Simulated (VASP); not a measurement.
# WS2 (P-1) in VASP: single point with PBE+D3(BJ)

Aim: the single point of WS2 with PBE+D3(BJ).

Program: VASP 6.6.1. These are calculated values, not measurements. Logs are shortened: lines on timing, memory, paths and dates and some standing lists are left out, and cuts for length are marked.

### 1 The cell of the first run

The typed cell holds 6 atoms: a = 3.207 Å, b = 3.207 Å, c = 12.346 Å, α = 90.00°, β = 90.00°, γ = 120.00°.

### 2 Single point, PBE+D3(BJ) (atoms displaced along a vibrational mode, the cell strained)

INCAR

```
ALGO = Normal
EDIFF = 1E-6
ENCUT = 520
GGA = PE
ISIF = 2
ISMEAR = 0
IVDW = 12
LASPH = True
LCHARG = True
LELF = True
LREAL = False
LVHAR = True
LWAVE = False
NBANDS = 35
NELM = 60
PREC = Accurate
SIGMA = 0.05
```

KPOINTS

```
k-points
0
Gamma
  12 12 4
```

POSCAR

```
WS2
1.0
    3.2067416372      0.0000000000      0.0000000000
   -1.6033708186      2.7771197212      0.0000000000
    0.0000000000      0.0000000000     12.3455349260
W S
2 4
Direct
    0.2900876043      0.6666666667      0.7499331087
    0.7099123957      0.3333333333      0.2500668913
    0.3760734069      0.6666666667      0.1203774713
    0.6239377893      0.3333333333      0.6202447091
    0.3760622107      0.6666666667      0.3797552909
    0.6239265931      0.3333333333      0.8796225287
```

Potentials or basis: VASP PAW PBE potentials, release 64 (W_sv, S).

The run is started by

```sh
> cat potpaw_PBE.64/W_sv/POTCAR potpaw_PBE.64/S/POTCAR > POTCAR
> mpirun -np 1 vasp_std > vasp.out
```

OUTCAR:

```text
EDIFF = 1E-6
   ENCUT = 520
   GGA = PE
   ISIF = 2
   ISMEAR = 0
   IVDW = 12
   LASPH = True
   LREAL = False
   NELM = 60
   PREC = Accurate
 IVDW          = 12

 ion  position               nearest neighbor table
   1  0.290  0.667  0.750-   4 2.45   6 2.45   4 2.45   6 2.45   6 2.45   4 2.45
   2  0.710  0.333  0.250-   5 2.45   3 2.45   5 2.45   3 2.45   3 2.45   5 2.45
   3  0.376  0.667  0.120-   2 2.45   2 2.45   2 2.45
   4  0.624  0.333  0.620-   1 2.45   1 2.45   1 2.45
   5  0.376  0.667  0.380-   2 2.45   2 2.45   2 2.45
   6  0.624  0.333  0.880-   1 2.45   1 2.45   1 2.45

  LATTYP: Found a hexagonal cell.
 ALAT       =     3.2067416372
 C/A-ratio  =     3.8498689083

  Lattice vectors:

 A1 = (   3.2067416372,   0.0000000000,   0.0000000000)
 A2 = (  -1.6033708186,   2.7771197212,   0.0000000000)
 A3 = (   0.0000000000,   0.0000000000,  12.3455349260)

Analysis of symmetry for initial positions (statically):
=====================================================================
 Subroutine PRICEL returns:
 Original cell was already a primitive cell.

 Routine SETGRP: Setting up the symmetry group for a
 hexagonal supercell.

 Subroutine GETGRP returns: Found  2 space group operations
 (whereof  2 operations were pure point group operations)
 out of a pool of 24 trial point group operations.

The static configuration has the point symmetry S_2 .

Analysis of symmetry for dynamics (positions and initial velocities):
=====================================================================
 Subroutine PRICEL returns:
 Original cell was already a primitive cell.

 Routine SETGRP: Setting up the symmetry group for a
 hexagonal supercell.

 Subroutine GETGRP returns: Found  2 space group operations
 (whereof  2 operations were pure point group operations)
 out of a pool of 24 trial point group operations.

The dynamic configuration has the point symmetry S_2 .

 Subroutine INISYM returns: Found  2 space group operations
 (whereof  2 operations are pure point group operations),
 and found     1 'primitive' translations

----------------------------------------------------------------------------------------

                                     Primitive cell

  volume of cell :     109.9432

  direct lattice vectors                    reciprocal lattice vectors
     3.206741637  0.000000000  0.000000000     0.311843021  0.180042652  0.000000000
    -1.603370819  2.777119721  0.000000000     0.000000000  0.360085304  0.000000000
     0.000000000  0.000000000 12.345534926     0.000000000  0.000000000  0.081000945

  length of vectors
     3.206741637  3.206741637 12.345534926     0.360085304  0.360085304  0.081000945

  position of ions in fractional coordinates (direct lattice)
     0.290087604  0.666666667  0.749933109
     0.709912396  0.333333333  0.250066891
     0.376073407  0.666666667  0.120377471
     0.623937789  0.333333333  0.620244709
     0.376062211  0.666666667  0.379755291
     0.623926593  0.333333333  0.879622529

  ion indices of the primitive-cell ions
   primitive index   ion index
                 1           1
                 2           2
                 3           3
                 4           4
                 5           5
                 6           6

----------------------------------------------------------------------------------------

 KPOINTS: k-points

Automatic generation of k-mesh.
 Grid dimensions read from file:
 generate k-points for:   12   12    4

 Generating k-lattice:

  Cartesian coordinates                     Fractional coordinates (reciprocal lattice)
     0.025986918  0.015003554  0.000000000     0.083333333  0.000000000  0.000000000
     0.000000000  0.030007109  0.000000000     0.000000000  0.083333333  0.000000000
     0.000000000  0.000000000  0.020250236     0.000000000  0.000000000  0.250000000

  Length of vectors
     0.030007109  0.030007109  0.020250236

  Shift w.r.t. Gamma in fractional coordinates (k-lattice)
     0.000000000  0.000000000  0.000000000

 Subroutine IBZKPT returns following result:
 ===========================================

 Found    292 irreducible k-points:

 Following reciprocal coordinates:
            Coordinates               Weight
  0.000000  0.000000  0.000000      1.000000
  0.083333  0.000000  0.000000      2.000000
  0.000000  0.083333  0.000000      2.000000
 -0.083333  0.083333  0.000000      2.000000
  0.166667  0.000000  0.000000      2.000000
  0.000000  0.166667  0.000000      2.000000
[... 16 lines left out ...]
  0.166667  0.083333  0.000000      2.000000
 -0.083333  0.250000  0.000000      2.000000
 [... further k-points ...]
   k-points           NKPTS =    292   k-points in BZ     NKDIM =    292   number of bands    NBANDS=     35
   number of dos      NEDOS =    301   number of ions     NIONS =      6
   total plane-waves  NPLWV =  55296
   dimension x,y,z NGX =    24 NGY =   24 NGZ =   96
   dimension x,y,z NGXF=    48 NGYF=   48 NGZF=  192
   ions per type =               2   4
   NGX,Y,Z   is equivalent  to a cutoff of  12.44, 12.44, 12.93 a.u.
   NGXF,Y,Z  is equivalent  to a cutoff of  24.88, 24.88, 25.85 a.u.
 SYSTEM =  unknown system
   PREC   = accura    normal or accurate (medium, high low for compatibility)
   ISTART =      0    job   : 0-new  1-cont  2-samecut
   ICHARG =      2    charge: 1-file 2-atom 10-const
   ISPIN  =      1    spin polarized calculation?
   LNONCOLLINEAR =      F non collinear calculations
   LSORBIT =      F    spin-orbit coupling
   LASPH  =      T    aspherical Exc in radial PAW
   ENCUT  =  520.0 eV  38.22 Ry    6.18 a.u.   5.96  5.96 22.95*2*pi/ulx,y,z
   NELM   =     60;   NELMIN=  2; NELMDL= -5     # of ELM steps
   EDIFF  = 0.1E-05   stopping-criterion for ELM
   LREAL  =      F    real-space projection
   EDIFFG = 0.1E-04   stopping-criterion for IOM
   NSW    =      0    number of steps for IOM
   IBRION =     -1    ionic relax: 0-MD 1-quasi-New 2-CG
   NFREE  =      0    steps in history (QN), initial steepest desc. (CG)
   ISIF   =      2    stress and relaxation
   ISYM   =      2    0-nonsym 1-usesym 2-fastsym
   POTIM  = 0.5000    time-step for ionic-motion
   TEBEG  =    0.0;   TEEND  =   0.0 temperature during run
   PSTRESS=    0.0 pullay stress
   NELECT =      52.0000    total number of electrons
   NUPDOWN=      -1.0000    fix difference up-down
   EMIN   =  10.00;   EMAX   =-10.00  energy-range for DOS
   EFERMI =   0.00;   METHOD = LEGACY
   ISMEAR =     0;   SIGMA  =   0.05  broadening in eV -4-tet -1-fermi 0-gaus
   EFERMI_NEDOS =   21; number of points for ismear=-14 and -15
   IALGO  =     38    algorithm
   IMIX   =      4    mixing-type and parameters
     AMIX     =   0.40;   BMIX     =  1.00
     AMIX_MAG =   1.60;   BMIX_MAG =  1.00
  volume/ion in A,a.u.               =      18.32       123.66
  Fermi-wavevector in a.u.,A,eV,Ry     =   1.275518  2.410379 22.135932  1.626945
  Thomas-Fermi vector in A             =   2.408225
   LORBIT       =      0    0 simple, 1 ext, 2 COOP (PROOUT), +10 PAW based schemes
   GGA     = PE    functional components
   LHFCALC =     F    Hartree Fock is set to
   AEXX    =    0.0000 exact exchange contribution
   IVDW    =    12    specifies the selected vdW correction
   LEPSILON=     F    determine dielectric tensor
   LRPA    =     F    only Hartree local field effects (RPA)
 non-spin polarized calculation
 Gauss-broadening in eV      SIGMA  =   0.05
  energy-cutoff  :      520.00
  volume of cell :      109.94
 maximum number of plane-waves:      3006
   NGX = 11   NGY = 11   NGZ = 45

 number of electron      52.0000010 magnetization

 Free energy of the ion-electron system (eV)
  ---------------------------------------------------
  ext. energy  EPLUGINS =         0.00000000
  ---------------------------------------------------
  free energy    TOTEN  =       -47.18026686 eV

  energy without entropy =      -47.18026686  energy(sigma->0) =      -47.18026686

 E-fermi :   7.3348     XC(G=0): -10.8293

 val. band max:        7.0581466398   @ k =   0.0000   0.0000   0.0000
 cond. band min:       8.0060545131   @ k =  -0.1667   0.3333   0.0000
 fundamental gap:      0.9479078733
 Fermi energy:         7.3347772683

 k-point     1 :       0.0000    0.0000    0.0000
  band No.  band energies     occupation
      1     -67.6294      2.00000
      2     -67.6294      2.00000
      3     -31.8303      2.00000
      4     -31.8303      2.00000
      5     -31.6965      2.00000
      6     -31.6965      2.00000
[... 27 lines left out ...]
     34       9.4605      0.00000
     35      11.5808      0.00000

 k-point     2 :       0.0833    0.0000    0.0000
  band No.  band energies     occupation
      1     -67.6284      2.00000
      2     -67.6284      2.00000
      3     -31.8267      2.00000
      4     -31.8267      2.00000
      5     -31.7169      2.00000
      6     -31.7169      2.00000
[... 27 lines left out ...]
     34       9.5026      0.00000
     35      12.0931      0.00000

 k-point     3 :       0.0000    0.0833    0.0000
  band No.  band energies     occupation
      1     -67.6284      2.00000
      2     -67.6284      2.00000
      3     -31.8267      2.00000
      4     -31.8267      2.00000
      5     -31.7168      2.00000
      6     -31.7168      2.00000
[... 27 lines left out ...]
     34       9.4868      0.00000
     35      12.0943      0.00000
[... 723 lines left out ...]
 k-point    23 :       0.1667    0.0833    0.0000
  band No.  band energies     occupation
      1     -67.6234      2.00000
      2     -67.6234      2.00000
      3     -31.8162      2.00000
      4     -31.8162      2.00000
      5     -31.8084      2.00000
      6     -31.8083      2.00000
[... 27 lines left out ...]
     34      10.5206      0.00000
     35      13.6214      0.00000

 k-point    24 :      -0.0833    0.2500    0.0000
  band No.  band energies     occupation
      1     -67.6234      2.00000
      2     -67.6234      2.00000
      3     -31.8160      2.00000
      4     -31.8160      2.00000
      5     -31.8084      2.00000
      6     -31.8084      2.00000
[... 27 lines left out ...]
     34      10.4442      0.00000
     35      13.7128      0.00000

 [... further k-points ...]

------------------------ aborting loop because EDIFF is reached ----------------------------------------

 Edisp (eV)   -2.47779

 E8    (eV) :    -1.0408

  FORCE on cell =-STRESS in cart. coord.  units (eV):
  Direction    XX          YY          ZZ          XY          YZ          ZX
  --------------------------------------------------------------------------------------
  -------------------------------------------------------------------------------------
  Total      -5.01479    -4.98777    -5.46054    -0.04635    -0.00030     0.00218
  in kB     -73.07934   -72.68560   -79.57519    -0.67544    -0.00442     0.03181
  external pressure =      -75.11 kB  Pullay stress =        0.00 kB

 VOLUME and BASIS-vectors are now :
 -----------------------------------------------------------------------------
  energy-cutoff  :      520.00
  volume of cell :      109.94
      direct lattice vectors                 reciprocal lattice vectors
     3.206741637  0.000000000  0.000000000     0.311843021  0.180042652  0.000000000
    -1.603370819  2.777119721  0.000000000     0.000000000  0.360085304  0.000000000
     0.000000000  0.000000000 12.345534926     0.000000000  0.000000000  0.081000945

 POSITION                                       TOTAL-FORCE (eV/Angst)
 -----------------------------------------------------------------------------------
     -0.13868      1.85141      9.25833         0.064470     -0.004066      0.000491
      1.74205      0.92571      3.08721        -0.064470      0.004066     -0.000491
      0.13706      1.85141      1.48612        -0.009377      0.008009      0.816949
      1.46635      0.92571      7.65725         0.009340     -0.008090      0.818156
      0.13702      1.85141      4.68828        -0.009340      0.008090     -0.818156
      1.46631      0.92571     10.85941         0.009377     -0.008009     -0.816949
 -----------------------------------------------------------------------------------
    total drift:                                0.000000     -0.000000     -0.000000

  FREE ENERGIE OF THE ION-ELECTRON SYSTEM (eV)
  ---------------------------------------------------
  free  energy   TOTEN  =       -49.6580561555 eV

  energy  without entropy=      -49.6580561555  energy(sigma->0) =      -49.65805616
```

Run time: 15 min. Hardware: 1 thread of Oxide Virtual Turin-like, shared host; peak memory 0.84 GiB.

Results:

| Property | Result |
| --- | --- |
| Free energy | -49.6581 eV |
| Pressure | -7.5 GPa |
| Largest force | 0.818 eV/Å |
| Band gap on the k mesh | 0.95 eV (least direct gap 1.73 eV) |
| Dispersion energy per atom | -0.413 eV |

Forces in eV/Å, atoms in the order of the input:
```
W    0.064 -0.004  0.000
W   -0.064  0.004  0.000
S   -0.009  0.008  0.817
S    0.009 -0.008  0.818
S   -0.009  0.008 -0.818
S    0.009 -0.008 -0.817
```

Levels at points of the mesh, in eV from the valence-band top:
```tsv
k point	band 24	band 25	band 26	band 27	band 28	band 29
(0.00, 0.00, 0.00)	-1.37	-1.12	0.00	2.14	2.15	2.19
(0.50, 0.00, 0.00)	-1.72	-1.54	-1.50	2.17	2.22	2.41
(0.00, 0.50, 0.00)	-1.74	-1.61	-1.43	2.18	2.22	2.45
(0.50, 0.50, 0.00)	-1.74	-1.69	-1.35	2.17	2.22	2.50
(0.00, 0.00, 0.50)	-2.10	-0.27	-0.27	2.14	2.14	2.21
(0.50, 0.00, 0.50)	-1.83	-1.52	-1.52	2.19	2.19	2.59
(0.00, 0.50, 0.50)	-1.82	-1.52	-1.51	2.19	2.19	2.61
(0.50, 0.50, 0.50)	-1.83	-1.47	-1.47	2.19	2.19	2.61
```

Caveat: the cell differs from its parent crystal (atoms displaced along a vibrational mode, the cell strained); the cell stands under tension; spin-orbit coupling is left out, which moves the levels of the heavy elements.
